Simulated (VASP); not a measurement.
CsI: relaxation of the atoms with r2SCAN

Crystal: CsI.

```xyz
2
Lattice="4.6994 0.0000 0.0000 0.0000 4.6994 0.0000 0.0000 0.0000 4.6994" Properties=species:S:1:pos:R:3 pbc="T T T"
Cs    0.0000    0.0000    0.0000
I     2.3497    2.3497    2.3497
```

```yaml
Program: VASP 6.6.1
Task: relaxation of the atoms
Functional: r2SCAN
Potentials_or_basis: VASP PAW PBE potentials, release 64 (Cs_sv, I)
Cutoff: 500 eV
k_mesh: 6 × 6 × 6
Occupations: fermi-dirac, width 0.02 eV
Spin: no spin polarisation
Dipole_correction: no
Further_INCAR_settings: ALGO = Normal; EDIFF = 1e-07; IBRION = 2; EDIFFG = -0.01; NSW = 50
```

```yaml
Pressure_after_relaxing: -0.6 GPa
Band_gap_on_the_k_mesh: 4.30 eV (least direct gap 4.40 eV)
```

Final structure:
```cif
data_structure
_symmetry_space_group_name_H-M 'P 1'
_symmetry_Int_Tables_number 1
_cell_length_a 4.6994
_cell_length_b 4.6994
_cell_length_c 4.6994
_cell_angle_alpha 90.000
_cell_angle_beta 90.000
_cell_angle_gamma 90.000
_cell_volume 103.78
loop_
_atom_site_label
_atom_site_type_symbol
_atom_site_fract_x
_atom_site_fract_y
_atom_site_fract_z
_atom_site_occupancy
Cs1 Cs 0.00000 0.00000 0.00000 1
I1 I 0.50000 0.50000 0.50000 1
```

Levels at points of the mesh, in eV from the valence-band top:
```tsv
k point	band 5	band 6	band 7	band 8	band 9	band 10	band 11	band 12
(0.00, 0.00, 0.00)	-7.42	-0.10	-0.10	-0.10	4.30	4.73	4.73	8.22
(0.50, 0.00, 0.00)	-7.37	-1.36	-0.20	-0.20	5.68	6.77	6.96	7.39
(0.50, 0.50, 0.00)	-7.34	-0.81	-0.81	0.00	4.76	5.47	6.65	6.65
(0.50, 0.50, 0.50)	-7.61	-1.12	-1.12	-1.12	7.47	7.47	7.47	8.14
```

Wall time 2.2 min on 1 thread of Oxide Virtual Turin-like Processor, on a shared host, peak memory 0.18 GiB.

Caveat: the relaxation stopped at its first step, so nothing moved; the PAW data sets were made with another functional, which shifts forces and pressure a little; spin-orbit coupling is left out, which moves the levels of the heavy elements. r2SCAN opens gaps a little over a GGA but as a rule still falls short of measured ones.
